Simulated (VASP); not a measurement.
A run of VASP 6.6.1:

Contents of INCAR:

```
SYSTEM = Pd
ALGO     = Normal         ! electronic algorithm
EDIFF    = 1E-6           ! SCF threshold, eV
ENCUT    = 520            ! plane-wave cutoff, eV
GGA      = PS             ! functional
ISIF     = 2              ! what is computed and relaxed
ISMEAR   = -1             ! smearing method
LASPH    = .TRUE.         ! aspherical terms in the spheres
LCHARG   = .FALSE.        ! write CHGCAR
LREAL    = .FALSE.        ! projectors in reciprocal space
LWAVE    = .FALSE.        ! write WAVECAR
NBANDS   = 11             ! bands
NELM     = 100            ! most SCF steps
PREC     = Accurate       ! precision mode
SIGMA    = 0.1            ! smearing width, eV
```

File KPOINTS:

```
k-points
0
G
  24 24 24
  0 0 0
```

Contents of POSCAR:

```
Pd
1.0
    0.0000000000      1.9390408967      1.9390408967
    1.9390408967      0.0000000000      1.9390408967
    1.9390408967      1.9390408967      0.0000000000
Pd
1
Direct
    0.0000000000      0.0000000000      0.0000000000
```

Potentials or basis: VASP PAW PBE potentials, release 64 (Pd).

The run is started by

```console
$ cat potpaw_PBE.64/Pd/POTCAR > POTCAR
$ mpirun -np 1 vasp_std > vasp.out
```

Hardware: 1 thread of Intel(R) Xeon(R) Platinum 8259CL CPU @ 2.50GHz (Skylake/Cascade Lake), on a shared host.

Estimate the wall time of this run.

Wall time 53 s on 1 thread of Intel(R) Xeon(R) Platinum 8259CL CPU @ 2.50GHz (Skylake/Cascade Lake), with other jobs on the host, peak memory 0.17 GiB. Counts: scf iterations 11, k points 413.
